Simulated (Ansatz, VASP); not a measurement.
## GeC2N4: VASP beside Ansatz

File INCAR:

```
SYSTEM = GeC2N4
PREC = Accurate
ENCUT = 520
EDIFF = 1E-7
ISMEAR = -1
SIGMA = 0.02
LREAL = .FALSE.
LASPH = .TRUE.
NELM = 80
ALGO = Normal
ISIF = 2
LWAVE = .FALSE.
LCHARG = .FALSE.
GGA = PE
NBANDS = 55
```

File KPOINTS:

```
Automatic mesh
0
G
  4 10 4
  0 0 0
```

The input POSCAR:

```
GeC2N4
1.0
    6.8740879010      0.0000000000     -0.1350501106
    0.0000000000      2.6453241247      0.0000000000
   -3.5542770132      0.0000000000      6.1771719098
Ge C N
2 4 8
Direct
    0.6195780980      0.5000000000      0.8481419535
    0.2224365819      0.5000000000      0.3895120683
    0.8093573666      0.0000000000      0.2499015278
    0.7736791387      0.0000000000      0.5767956926
    0.1743949567      0.5000000000      0.7761656575
    0.4080090081      0.0000000000      0.1628640159
    0.3171528548      0.5000000000      0.6801672459
    0.6509774611      0.0000000000      0.3226123765
    0.6912479353      0.5000000000      0.6294641501
    0.7427055744      0.0000000000      1.0283284188
    0.0257250420      0.0000000000      0.7180727385
    0.9391029873      0.5000000000      0.3401950104
    0.2739875594      0.0000000000      0.2587565077
    0.3516454356      0.5000000000      0.0190226365
```

Input for Ansatz:

```yaml
crystal:
  lattice:
    - [6.874087901, 0.0, -0.1350501106]
    - [0.0, 2.6453241247, 0.0]
    - [-3.5542770132, 0.0, 6.1771719098]
  atoms:
    - { symbol: Ge, position: [0.619578098, 0.5, 0.8481419535] }
    - { symbol: C, position: [0.8093573666, 0.0, 0.2499015278] }
    - { symbol: C, position: [0.7736791387, 0.0, 0.5767956926] }
    - { symbol: Ge, position: [0.2224365819, 0.5, 0.3895120683] }
    - { symbol: C, position: [0.1743949567, 0.5, 0.7761656575] }
    - { symbol: C, position: [0.4080090081, 0.0, 0.1628640159] }
    - { symbol: "N", position: [0.3171528548, 0.5, 0.6801672459] }
    - { symbol: "N", position: [0.6509774611, 0.0, 0.3226123765] }
    - { symbol: "N", position: [0.6912479353, 0.5, 0.6294641501] }
    - { symbol: "N", position: [0.7427055744, 0.0, 1.0283284188] }
    - { symbol: "N", position: [0.025725042, 0.0, 0.7180727385] }
    - { symbol: "N", position: [0.9391029873, 0.5, 0.3401950104] }
    - { symbol: "N", position: [0.2739875594, 0.0, 0.2587565077] }
    - { symbol: "N", position: [0.3516454356, 0.5, 0.0190226365] }
kpoints:
  mp_grid: { grid: [4, 10, 4] }
  band_path:
    path:
      - [0.0, 0.0, 0.0]
      - [-1.174829323853e-34, -0.5, -4.171274017336e-18]
      - [4.691598037945e-19, -0.5, -0.5]
      - [4.691598037945e-19, 2.420611793086e-35, -0.5]
      - [0.0, 0.0, 0.0]
      - [-0.5, 1.539767195472e-19, -6.788770401982e-17]
      - [-0.5, -0.5, -6.788770401982e-17]
      - [-1.174829323853e-34, -0.5, -4.171274017336e-18]
      - [-0.5, -0.5, 0.5]
      - [-0.5, 1.539767195472e-19, 0.5]
      - [0.0, 0.0, 0.0]
    npoints: 10
hamiltonian:
  xc: pbe
scf:
  occupations: { method: fermi_dirac, width: 0.02 }
  n_extra_bands: 7
output:
  forces: true
  stress: true
  eigenvalues: true
```

Alike in both runs: task single point; functional PBE; k mesh 4 × 10 × 4; occupations fermi-dirac, width 0.02 eV; no spin polarisation.

|  | VASP | Ansatz |
| --- | --- | --- |
| version | VASP 6.6.1 | Ansatz 0.2.0 |
| potentials or method | VASP PAW PBE potentials, release 64 (Ge_d, C, N) | plane waves, PAW |
| plane-wave cutoff (eV) | 520 | 420 |
| valence electrons in the cell | 84 | 84 |

VASP gave:

```
gap on the k mesh at the Fermi level (eV) : 2.40
pressure (GPa)                            : 6.0
rms of the force components (eV/Å)        : 0.114
```

What did Ansatz give for the same quantities?

gap on the k mesh at the Fermi level (eV): 2.40; pressure (GPa): 6.3; rms of the force components (eV/Å): 0.152.
